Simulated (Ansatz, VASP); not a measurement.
# Two plane-wave programs on W

```
W
1.0
    -1.57652    1.57652    1.57652
     1.57652   -1.57652    1.57652
     1.57652    1.57652   -1.57652
W
1
Direct
  0.00000 0.00000 0.00000
```

Alike in both runs: task single point; functional PBEsol; k mesh 16 × 16 × 16; occupations gaussian, width 0.05 eV; no spin polarisation.

|  | VASP | Ansatz |
| --- | --- | --- |
| version | VASP 6.6.1 | Ansatz 0.2.0 |
| potentials or method | VASP PAW PBE potentials, release 64 (W_sv), cutoff 520 eV | scalar-relativistic, plane waves, PAW |
| valence electrons in the cell | 14 | 14 |

|  | VASP | Ansatz | Ansatz less VASP |
| --- | --- | --- | --- |
| gap on the k mesh at the Fermi level (eV) | none | none | - |
| pressure (GPa) | 0.6 | 0.0 | -0.63 |

VASP's potentials were made for PBE, not for PBEsol. A gap of «none» marks a metal or a gap that the smearing closes.

Spin-orbit coupling is off throughout.
